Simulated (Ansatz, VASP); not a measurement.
## One calculation of TiWN2, two programs

Contents of INCAR:

```
SYSTEM = TiWN2
PREC = Accurate
ENCUT = 520
EDIFF = 1E-6
ISMEAR = 0
SIGMA = 0.1
LREAL = .FALSE.
LASPH = .TRUE.
NELM = 150
ALGO = Normal
ISIF = 2
LWAVE = .FALSE.
LCHARG = .FALSE.
ISPIN = 2
MAGMOM = 1 0 0 0
LORBIT = 11
LMAXMIX = 4
GGA = PE
NBANDS = 30
```

The input KPOINTS:

```
regular mesh
0
G
  6 6 4
  0 0 0
```

Contents of POSCAR:

```
TiWN2
1.0
    3.0313283200      0.0000000000      0.0000000000
   -1.5156641600      2.6252073300      0.0000000000
    0.0000000000      0.0000000000      5.5044186100
Ti W N
1 1 2
Direct
    0.0000000000      0.0000000000      0.0000000000
    0.0000000000      0.0000000000      0.5000000000
    0.3333333300      0.6666666700      0.2350000000
    0.6666666700      0.3333333300      0.7650000000
```

Input for Ansatz:

```yaml
crystal:
  lattice:
    - [3.03132832, 0.0, 0.0]
    - [-1.51566416, 2.62520733, 0.0]
    - [0.0, 0.0, 5.50441861]
  atoms:
    - { symbol: Ti, position: [0.0, 0.0, 0.0], spin: 1.0 }
    - { symbol: W, position: [0.0, 0.0, 0.5] }
    - { symbol: "N", position: [0.33333333, 0.66666667, 0.235] }
    - { symbol: "N", position: [0.66666667, 0.33333333, 0.765] }
basis:
  ecutwfc: 420
kpoints:
  mp_grid: { grid: [6, 6, 4] }
hamiltonian:
  xc: pbe
scf:
  occupations: { method: gaussian, width: 0.1 }
  lower_state_search: "off"
output:
  forces: true
  stress: true
  eigenvalues: true
  populations: true
magnetization:
  spin_polarized: true
```

Change from the starting cell: species swapped into the LiVS2 type (P-3m1, No. 164).

Alike in both runs: task single point; functional PBE; k mesh 6 × 6 × 4; occupations gaussian, width 0.1 eV; collinear spin.

|  | VASP | Ansatz |
| --- | --- | --- |
| version | VASP 6.6.1 | Ansatz 0.2.0 |
| potentials or method | VASP PAW PBE potentials, release 64 (Ti_sv, W_sv, N), cutoff 520 eV | scalar-relativistic, plane waves, PAW |
| valence electrons in the cell | 36 | 36 |

```tsv
	VASP	Ansatz	Ansatz less VASP
gap on the k mesh at the Fermi level (eV)	none	none	-
pressure (GPa)	-21.7	-22.3	-0.59
traceless stress, the component that is largest in VASP (GPa)	18.49	18.43	-0.063
rms of the force components (eV/Å)	0.304	0.311	+0.0073
net moment per atom (μB)	0.00	0.00	0.000
```

Atom by atom the forces differ by 0.007 eV/Å (rms over components). A gap of «none» marks a metal or a gap that the smearing closes. The functional is the same, so the differences come from potentials, cutoffs and numerics. Ansatz's warnings: seeded moment not kept.

The k mesh is coarse, so the values compare programs but aren't converged. Neither program's run includes spin-orbit coupling.
